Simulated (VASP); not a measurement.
A run of VASP 6.6.1 is set up as follows.

The input INCAR:

```
SYSTEM = CrO2
  ALGO = Normal
  EDIFF = 1E-7
  ENCUT = 520
  GGA = PE
  ISIF = 2
  ISMEAR = -1
  ISPIN = 2
  LASPH = .True.
  LCHARG = .False.
  LMAXMIX = 4
  LORBIT = 11
  LREAL = .False.
  LWAVE = .False.
  MAGMOM = 3 0 0
  NBANDS = 23
  NELM = 150
  PREC = Accurate
  SIGMA = 0.05
```

File KPOINTS:

```
k-points
0
Gamma
  10 10 10
  0 0 0
```

The input POSCAR:

```
CrO2
1.0
    0.0000000000      2.3830650000      2.3830650000
    2.3830650000      0.0000000000      2.3830650000
    2.3830650000      2.3830650000      0.0000000000
Cr O
1 2
Direct
    0.0000000000      0.0000000000      0.0000000000
    0.2500000000      0.2500000000      0.2500000000
    0.7500000000      0.7500000000      0.7500000000
```

Potentials or basis: VASP PAW PBE potentials, release 64 (Cr_pv, O).

The run is started by

```bash
$ cat potpaw_PBE.64/Cr_pv/POTCAR potpaw_PBE.64/O/POTCAR > POTCAR
$ mpirun -np 1 vasp_std > vasp.out
```

What does it give for the band gap on the k mesh?

0.36 eV, indirect (least direct gap 0.37 eV).

What does it give for the net moment?

2.00 μB per cell.

What does it give for the pressure?

-7.9 GPa.

What does it give for the site moments?

Cr +2.21; O -0.13 μB.

Caveat: a cell with one magnetic atom can't hold antiferromagnetic order, which such compounds often take. A k mesh can miss the band edges.
